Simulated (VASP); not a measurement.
# VN2 (I4/mcm) in VASP: further runs

VN2 is run at these levels: PBE; tasks: single point.

All numbers are computed with VASP 6.6.1; they aren't measurements. Logs are shortened: lines on timing, memory, paths and dates and some standing lists are left out, and cuts for length are marked.

## 1. The cell of the first run

The structure is tetragonal, space group I4/mcm (No. 140). The conventional cell has a = 4.307 Å, b = 4.307 Å, c = 5.217 Å, α = 90.00°, β = 90.00°, γ = 90.00°. Within 3.1 Å of V (site symmetry 422) lie 16 N at 2.17 to 2.99 Å and 6 V at 2.61 to 3.05 Å. N (site symmetry m2m) has 1 N at 1.38 Å within 1.8 Å.

## 2. Single point, PBE (strain +0.000 along x and y, +0.050 along z)

INCAR reads:

```
PREC = Accurate
ENCUT = 520
EDIFF = 1E-6
ISMEAR = 0
SIGMA = 0.15
LREAL = F
LASPH = T
NELM = 80
ALGO = Normal
ISIF = 2
LWAVE = F
LCHARG = F
GGA = PE
NBANDS = 32
```

KPOINTS reads:

```
regular mesh
0
Gamma
  16 16 16
```

POSCAR reads:

```
VN2
1.0
   -2.1533489894      2.1533489894      2.6084531293
    2.1533489894     -2.1533489894      2.6084531293
    2.1533489894      2.1533489894     -2.6084531293
V N
2 4
Direct
    0.2500000000      0.2500000000      0.0000000000
    0.7500000000      0.7500000000      0.0000000000
    0.1135731475      0.6135731475      0.7271462950
    0.6135731475      0.8864268525      0.5000000000
    0.8864268525      0.3864268525      0.2728537050
    0.3864268525      0.1135731475      0.5000000000
```

Potentials or basis: VASP PAW PBE potentials, release 64 (V_sv, N).

Command:

```
> cat potpaw_PBE.64/V_sv/POTCAR potpaw_PBE.64/N/POTCAR > POTCAR
> mpirun -np 1 vasp_std > vasp.out
```

OUTCAR:

```text
PREC = Accurate
   ENCUT = 520
   EDIFF = 1E-6
   ISMEAR = 0
   LREAL = F
   LASPH = T
   NELM = 80
   ISIF = 2
   GGA = PE

 ion  position               nearest neighbor table
   1  0.250  0.250  0.000-   5 2.17   4 2.17   3 2.17   5 2.17   6 2.17   6 2.17   3 2.17   4 2.17
                             2 2.61   2 2.61
   2  0.750  0.750  0.000-   6 2.17   5 2.17   3 2.17   4 2.17   5 2.17   4 2.17   6 2.17   3 2.17
                             1 2.61   1 2.61
   3  0.114  0.614  0.727-   5 1.38   1 2.17   1 2.17   2 2.17   2 2.17
   4  0.614  0.886  0.500-   6 1.38   2 2.17   1 2.17   2 2.17   1 2.17
   5  0.886  0.386  0.273-   3 1.38   2 2.17   1 2.17   2 2.17   1 2.17
   6  0.386  0.114  0.500-   4 1.38   1 2.17   2 2.17   1 2.17   2 2.17

  LATTYP: Found a body centered tetragonal cell.
 ALAT       =     4.3066979788
 C/A-ratio  =     1.2113471352

  Lattice vectors:

 A1 = (  -2.1533489894,   2.1533489894,   2.6084531293)
 A2 = (   2.1533489894,  -2.1533489894,   2.6084531293)
 A3 = (   2.1533489894,   2.1533489894,  -2.6084531293)

Analysis of symmetry for initial positions (statically):
=====================================================================
 Subroutine PRICEL returns:
 Original cell was already a primitive cell.

 Routine SETGRP: Setting up the symmetry group for a
 body centered tetragonal supercell.

 Subroutine GETGRP returns: Found 16 space group operations
 (whereof  8 operations were pure point group operations)
 out of a pool of 16 trial point group operations.

The static configuration has the point symmetry C_4h.
 The point group associated with its full space group is D_4h.

Analysis of symmetry for dynamics (positions and initial velocities):
=====================================================================
 Subroutine PRICEL returns:
 Original cell was already a primitive cell.

 Routine SETGRP: Setting up the symmetry group for a
 body centered tetragonal supercell.

 Subroutine GETGRP returns: Found 16 space group operations
 (whereof  8 operations were pure point group operations)
 out of a pool of 16 trial point group operations.

The dynamic configuration has the point symmetry C_4h.
 The point group associated with its full space group is D_4h.

 Subroutine INISYM returns: Found 16 space group operations
 (whereof  8 operations are pure point group operations),
 and found     1 'primitive' translations

----------------------------------------------------------------------------------------

                                     Primitive cell

  volume of cell :      48.3807

  direct lattice vectors                    reciprocal lattice vectors
    -2.153348989  2.153348989  2.608453129     0.000000000  0.232196454  0.191684487
     2.153348989 -2.153348989  2.608453129     0.232196454  0.000000000  0.191684487
     2.153348989  2.153348989 -2.608453129     0.232196454  0.232196454  0.000000000

  length of vectors
     4.009719625  4.009719625  4.009719625     0.301094895  0.301094895  0.328375375

  position of ions in fractional coordinates (direct lattice)
     0.250000000  0.250000000  0.000000000
     0.750000000  0.750000000  0.000000000
     0.113573147  0.613573147  0.727146295
     0.613573147  0.886426853  0.500000000
     0.886426853  0.386426853  0.272853705
     0.386426853  0.113573147  0.500000000

  ion indices of the primitive-cell ions
   primitive index   ion index
                 1           1
                 2           2
                 3           3
                 4           4
                 5           5
                 6           6

----------------------------------------------------------------------------------------

 KPOINTS: regular mesh

Automatic generation of k-mesh.
 Grid dimensions read from file:
 generate k-points for:   16   16   16

 Generating k-lattice:

  Cartesian coordinates                     Fractional coordinates (reciprocal lattice)
     0.000000000  0.014512278  0.011980280     0.062500000  0.000000000 -0.000000000
     0.014512278  0.000000000  0.011980280     0.000000000  0.062500000 -0.000000000
     0.014512278  0.014512278  0.000000000     0.000000000  0.000000000  0.062500000

  Length of vectors
     0.018818431  0.018818431  0.020523461

  Shift w.r.t. Gamma in fractional coordinates (k-lattice)
     0.000000000  0.000000000  0.000000000

 Subroutine IBZKPT returns following result:
 ===========================================

 Found    349 irreducible k-points:

 Following reciprocal coordinates:
            Coordinates               Weight
  0.000000  0.000000  0.000000      1.000000
  0.062500  0.000000 -0.000000      8.000000
  0.125000  0.000000 -0.000000      8.000000
  0.187500  0.000000  0.000000      8.000000
  0.250000  0.000000 -0.000000      8.000000
  0.312500 -0.000000  0.000000      8.000000
[... 16 lines left out ...]
 -0.125000  0.062500  0.000000     16.000000
 -0.062500  0.062500  0.000000      4.000000
 [... further k-points ...]
   k-points           NKPTS =    349   k-points in BZ     NKDIM =    349   number of bands    NBANDS=     32
   number of dos      NEDOS =    301   number of ions     NIONS =      6
   total plane-waves  NPLWV =  27000
   dimension x,y,z NGX =    30 NGY =   30 NGZ =   30
   dimension x,y,z NGXF=    60 NGYF=   60 NGZF=   60
   ions per type =               2   4
   NGX,Y,Z   is equivalent  to a cutoff of  12.44, 12.44, 12.44 a.u.
   NGXF,Y,Z  is equivalent  to a cutoff of  24.88, 24.88, 24.88 a.u.
 SYSTEM =  unknown system
   PREC   = accura    normal or accurate (medium, high low for compatibility)
   ISTART =      0    job   : 0-new  1-cont  2-samecut
   ICHARG =      2    charge: 1-file 2-atom 10-const
   ISPIN  =      1    spin polarized calculation?
   LNONCOLLINEAR =      F non collinear calculations
   LSORBIT =      F    spin-orbit coupling
   LASPH  =      T    aspherical Exc in radial PAW
   ENCUT  =  520.0 eV  38.22 Ry    6.18 a.u.   7.46  7.46  7.46*2*pi/ulx,y,z
   NELM   =     80;   NELMIN=  2; NELMDL= -5     # of ELM steps
   EDIFF  = 0.1E-05   stopping-criterion for ELM
   LREAL  =      F    real-space projection
   EDIFFG = 0.1E-04   stopping-criterion for IOM
   NSW    =      0    number of steps for IOM
   IBRION =     -1    ionic relax: 0-MD 1-quasi-New 2-CG
   NFREE  =      0    steps in history (QN), initial steepest desc. (CG)
   ISIF   =      2    stress and relaxation
   ISYM   =      2    0-nonsym 1-usesym 2-fastsym
   POTIM  = 0.5000    time-step for ionic-motion
   TEBEG  =    0.0;   TEEND  =   0.0 temperature during run
   PSTRESS=    0.0 pullay stress
   NELECT =      46.0000    total number of electrons
   NUPDOWN=      -1.0000    fix difference up-down
   EMIN   =  10.00;   EMAX   =-10.00  energy-range for DOS
   EFERMI =   0.00;   METHOD = LEGACY
   ISMEAR =     0;   SIGMA  =   0.15  broadening in eV -4-tet -1-fermi 0-gaus
   EFERMI_NEDOS =   21; number of points for ismear=-14 and -15
   IALGO  =     38    algorithm
   IMIX   =      4    mixing-type and parameters
     AMIX     =   0.40;   BMIX     =  1.00
     AMIX_MAG =   1.60;   BMIX_MAG =  1.00
  volume/ion in A,a.u.               =       8.06        54.41
  Fermi-wavevector in a.u.,A,eV,Ry     =   1.609793  3.042068 35.258612  2.591435
  Thomas-Fermi vector in A             =   2.705447
   LORBIT       =      0    0 simple, 1 ext, 2 COOP (PROOUT), +10 PAW based schemes
   GGA     = PE    functional components
   LHFCALC =     F    Hartree Fock is set to
   AEXX    =    0.0000 exact exchange contribution
   IVDW    =     0    specifies the selected vdW correction
   LEPSILON=     F    determine dielectric tensor
   LRPA    =     F    only Hartree local field effects (RPA)
 non-spin polarized calculation
 Gauss-broadening in eV      SIGMA  =   0.15
  energy-cutoff  :      520.00
  volume of cell :       48.38
 maximum number of plane-waves:      1328
 NGX is ok and might be reduce to    30
   NGX = 15   NGY = 15   NGZ = 15

 number of electron      45.9999994 magnetization

 Free energy of the ion-electron system (eV)
  ---------------------------------------------------
  ext. energy  EPLUGINS =         0.00000000
  ---------------------------------------------------
  free energy    TOTEN  =       -53.19420858 eV

  energy without entropy =      -53.15961410  energy(sigma->0) =      -53.17691134

 E-fermi :  10.7614     XC(G=0): -13.3759

 val. band max:       10.7605178128   @ k =  -0.3125   0.3750   0.1875
 cond. band min:      10.7614922723   @ k =  -0.1875  -0.3750   0.0625
 fundamental gap:      0.0009744595
 Fermi energy:        10.7614366645

 k-point     1 :       0.0000    0.0000    0.0000
  band No.  band energies     occupation
      1     -54.8261      2.00000
      2     -54.7191      2.00000
      3     -28.8077      2.00000
      4     -28.6874      2.00000
      5     -28.6874      2.00000
      6     -28.6401      2.00000
[... 24 lines left out ...]
     31      12.8252      0.00000
     32      14.9387      0.00000

 k-point     2 :       0.0625    0.0000   -0.0000
  band No.  band energies     occupation
      1     -54.8251      2.00000
      2     -54.7201      2.00000
      3     -28.8028      2.00000
      4     -28.6873      2.00000
      5     -28.6872      2.00000
      6     -28.6411      2.00000
[... 24 lines left out ...]
     31      12.9109      0.00000
     32      14.8795      0.00000

 k-point     3 :       0.1250    0.0000   -0.0000
  band No.  band energies     occupation
      1     -54.8220      2.00000
      2     -54.7231      2.00000
      3     -28.7881      2.00000
      4     -28.6870      2.00000
      5     -28.6865      2.00000
      6     -28.6439      2.00000
[... 24 lines left out ...]
     31      13.1010      0.00000
     32      14.7064      0.00000

 k-point     4 :       0.1875    0.0000    0.0000
  band No.  band energies     occupation
      1     -54.8169      2.00000
      2     -54.7279      2.00000
      3     -28.7642      2.00000
      4     -28.6864      2.00000
      5     -28.6853      2.00000
      6     -28.6482      2.00000
[... 24 lines left out ...]
     31      13.2817      0.00000
     32      14.4354      0.00000

 k-point     5 :       0.2500    0.0000   -0.0000
  band No.  band energies     occupation
      1     -54.8102      2.00000
      2     -54.7345      2.00000
      3     -28.7320      2.00000
      4     -28.6851      2.00000
      5     -28.6834      2.00000
      6     -28.6535      2.00000
[... 584 lines left out ...]
     31      13.4034      0.00000
     32      14.1674      0.00000

 k-point    22 :      -0.1875    0.0625    0.0000
  band No.  band energies     occupation
      1     -54.8204      2.00000
      2     -54.7244      2.00000
      3     -28.7915      2.00000
      4     -28.6889      2.00000
      5     -28.6720      2.00000
      6     -28.6622      2.00000
[... 24 lines left out ...]
     31      13.2579      0.00000
     32      14.4770      0.00000

 k-point    23 :      -0.1250    0.0625    0.0000
  band No.  band energies     occupation
      1     -54.8240      2.00000
      2     -54.7210      2.00000
      3     -28.8051      2.00000
      4     -28.6888      2.00000
      5     -28.6772      2.00000
      6     -28.6541      2.00000
[... 24 lines left out ...]
     31      13.0633      0.00000
     32      14.7147      0.00000

 k-point    24 :      -0.0625    0.0625    0.0000
  band No.  band energies     occupation
      1     -54.8256      2.00000
      2     -54.7195      2.00000
      3     -28.8089      2.00000
      4     -28.6882      2.00000
      5     -28.6823      2.00000
      6     -28.6468      2.00000
[... 24 lines left out ...]
     31      12.9134      0.00000
     32      14.8530      0.00000

 [... further k-points ...]
[... 5 lines left out ...]
  --------------------------------------------------------------------------------------
  -------------------------------------------------------------------------------------
  Total       -1.9208117     -1.9208117     -6.9795015      0.0000000     -0.0000000      0.0000000
  in kB      -63.6097236    -63.6097236   -231.1336192      0.0000000     -0.0000000      0.0000000
  external PRESSURE =    -119.4510221 kB  Pullay stress =       0.0000000 kB

 VOLUME and BASIS-vectors are now :
 -----------------------------------------------------------------------------
  energy-cutoff  :      520.00
  volume of cell :       48.38
      direct lattice vectors                 reciprocal lattice vectors
    -2.153348989  2.153348989  2.608453129     0.000000000  0.232196454  0.191684487
     2.153348989 -2.153348989  2.608453129     0.232196454  0.000000000  0.191684487
     2.153348989  2.153348989 -2.608453129     0.232196454  0.232196454  0.000000000

 POSITION                                       TOTAL-FORCE (eV/Angst)
 -----------------------------------------------------------------------------------
      0.00000      0.00000      1.30423         0.000000     -0.000000     -0.000000
      0.00000      0.00000      3.91268         0.000000     -0.000000     -0.000000
      2.64247      0.48913      0.00000        -0.133120     -0.133120      0.000000
      1.66422      0.48913      2.60845         0.133120     -0.133120      0.000000
     -0.48913      1.66422      2.60845         0.133120      0.133120     -0.000000
      0.48913      1.66422      0.00000        -0.133120      0.133120      0.000000
 -----------------------------------------------------------------------------------
    total drift:                                0.000000     -0.000000      0.000000

  FREE ENERGIE OF THE ION-ELECTRON SYSTEM (eV)
  ---------------------------------------------------
  free  energy   TOTEN  =       -53.1942085830 eV

  energy  without entropy=      -53.1596140958  energy(sigma->0) =      -53.17691134
```

It took 7.6 min on 1 thread of Intel Xeon Platinum 8488C (Sapphire Rapids), shared host; peak memory 0.5 GiB.

What came out:

```yaml
Free_energy: -53.1942 eV
Pressure: -11.9 GPa
Largest_force: 0.188 eV/Å
Band_gap_on_the_k_mesh: zero (bands 23 and 24 overlap by 0.36 eV)
```

Forces on the atoms (eV/Å):
```
V    0.000  0.000  0.000
V    0.000  0.000  0.000
N   -0.133 -0.133  0.000
N    0.133 -0.133  0.000
N    0.133  0.133  0.000
N   -0.133  0.133  0.000
```

Stress tensor (GPa, compression positive):
```
 -6.36   0.00   0.00
  0.00  -6.36   0.00
  0.00   0.00 -23.11
```

Caveat: the cell differs from its parent crystal (strain +0.000 along x and y, +0.050 along z); the stress differs along the axes, from -23 to -6 GPa; the run has no spin polarisation, though such a crystal can be magnetic.

## 3. Single point, PBE (strain +0.025 along x and y, +0.000 along z)

INCAR reads:

```
SYSTEM = VN2
  ALGO = Normal
  EDIFF = 1E-6
  ENCUT = 520
  GGA = PE
  ISIF = 2
  ISMEAR = 0
  LASPH = .True.
  LCHARG = .False.
  LREAL = .False.
  LWAVE = .False.
  NBANDS = 32
  NELM = 60
  PREC = Accurate
  SIGMA = 0.15
```

KPOINTS reads:

```
k-points
0
Gamma
  16 16 16
  0 0 0
```

POSCAR, as its differences from that of step 2:

```diff
@@ -2,5 +2,5 @@
 1.0
-   -2.1533489894      2.1533489894      2.6084531293
-    2.1533489894     -2.1533489894      2.6084531293
-    2.1533489894      2.1533489894     -2.6084531293
+   -2.2071827141      2.2071827141      2.4842410755
+    2.2071827141     -2.2071827141      2.4842410755
+    2.2071827141      2.2071827141     -2.4842410755
 V N
```

Potentials or basis: VASP PAW PBE potentials, release 64 (V_sv, N).

Command:

```
> cat potpaw_PBE.64/V_sv/POTCAR potpaw_PBE.64/N/POTCAR > POTCAR
> mpirun -np 1 vasp_std > vasp.out
```

OUTCAR:

```text
SYSTEM = VN2
   EDIFF = 1E-6
   ENCUT = 520
   GGA = PE
   ISIF = 2
   ISMEAR = 0
   LASPH = .True.
   LREAL = .False.
   NELM = 60
   PREC = Accurate

 ion  position               nearest neighbor table
   1  0.250  0.250  0.000-   5 2.17   4 2.17   3 2.17   5 2.17   6 2.17   6 2.17   3 2.17   4 2.17
                             2 2.48   2 2.48
   2  0.750  0.750  0.000-   6 2.17   5 2.17   3 2.17   4 2.17   5 2.17   4 2.17   6 2.17   3 2.17
                             1 2.48   1 2.48
   3  0.114  0.614  0.727-   5 1.42   1 2.17   1 2.17   2 2.17   2 2.17
   4  0.614  0.886  0.500-   6 1.42   2 2.17   1 2.17   2 2.17   1 2.17
[... 1052 lines left out ...]
  -------------------------------------------------------------------------------------
  Total       -5.9495390     -5.9495390     -1.4520473      0.0000000      0.0000000      0.0000000
  in kB     -196.9081066   -196.9081066    -48.0574866      0.0000000      0.0000000      0.0000000
  external PRESSURE =    -147.2912333 kB  Pullay stress =       0.0000000 kB

 VOLUME and BASIS-vectors are now :
 -----------------------------------------------------------------------------
  energy-cutoff  :      520.00
  volume of cell :       48.41
      direct lattice vectors                 reciprocal lattice vectors
    -2.207182714  2.207182714  2.484241075     0.000000000  0.226533126  0.201268711
     2.207182714 -2.207182714  2.484241075     0.226533126  0.000000000  0.201268711
     2.207182714  2.207182714 -2.484241075     0.226533126  0.226533126  0.000000000

 POSITION                                       TOTAL-FORCE (eV/Angst)
 -----------------------------------------------------------------------------------
      0.00000      0.00000      1.24212         0.000000     -0.000000      0.000000
      0.00000      0.00000      3.72636        -0.000000     -0.000000      0.000000
      2.70854      0.50135     -0.00000        -0.264511     -0.264511     -0.000000
      1.70583      0.50135      2.48424         0.264511     -0.264511      0.000000
     -0.50135      1.70583      2.48424         0.264511      0.264511      0.000000
      0.50135      1.70583      0.00000        -0.264511      0.264511      0.000000
 -----------------------------------------------------------------------------------
    total drift:                                0.000000     -0.000000      0.000000

  FREE ENERGIE OF THE ION-ELECTRON SYSTEM (eV)
  ---------------------------------------------------
  free  energy   TOTEN  =       -53.2209777513 eV

  energy  without entropy=      -53.1958896093  energy(sigma->0) =      -53.20843368
```

stdout:

```text
POSCAR found type information on POSCAR V N
 POSCAR found :  2 types and       6 ions
 scaLAPACK will be used
 LDA part: xc-table for (Slater+PW92), standard interpolation
 POSCAR, INCAR and KPOINTS ok, starting setup
 FFT: planning ... GRIDC
 FFT: planning ... GRID_SOFT
 FFT: planning ... GRID
 WAVECAR not read
 entering main loop
```

Wall time 7.6 min (1 thread of Intel Xeon Platinum 8488C (Sapphire Rapids), shared host); peak memory 0.5 GiB.

Results:

* Free energy: -53.2210 eV
* Pressure: -14.7 GPa
* Largest force: 0.374 eV/Å
* Band gap on the k mesh: zero (bands 23 and 24 overlap by 0.39 eV)

Forces in eV/Å, atoms in the order of the input:
```
V    0.000  0.000  0.000
V    0.000  0.000  0.000
N   -0.265 -0.265  0.000
N    0.265 -0.265  0.000
N    0.265  0.265  0.000
N   -0.265  0.265  0.000
```

Levels at points of the mesh, in eV from the Fermi level:
| k point | band 20 | band 21 | band 22 | band 23 | band 24 | band 25 | band 26 | band 27 |
| --- | --- | --- | --- | --- | --- | --- | --- | --- |
| (0.00, 0.00, 0.00) | -2.73 | -2.60 | -2.35 | -2.35 | 0.71 | 1.04 | 1.04 | 1.31 |
| (0.50, 0.00, 0.00) | -3.16 | -2.81 | -2.81 | 0.16 | 0.16 | 0.70 | 0.70 | 1.07 |
| (0.50, 0.50, 0.00) | -3.98 | -2.51 | -2.46 | -1.29 | -0.06 | 0.93 | 1.04 | 1.78 |
| (0.50, 0.50, 0.50) | -1.70 | -1.70 | -0.38 | -0.29 | 0.06 | 0.06 | 0.15 | 1.71 |

Caveat: the cell differs from its parent crystal (strain +0.025 along x and y, +0.000 along z); the stress differs along the axes, from -20 to -5 GPa; the run has no spin polarisation, though such a crystal can be magnetic.
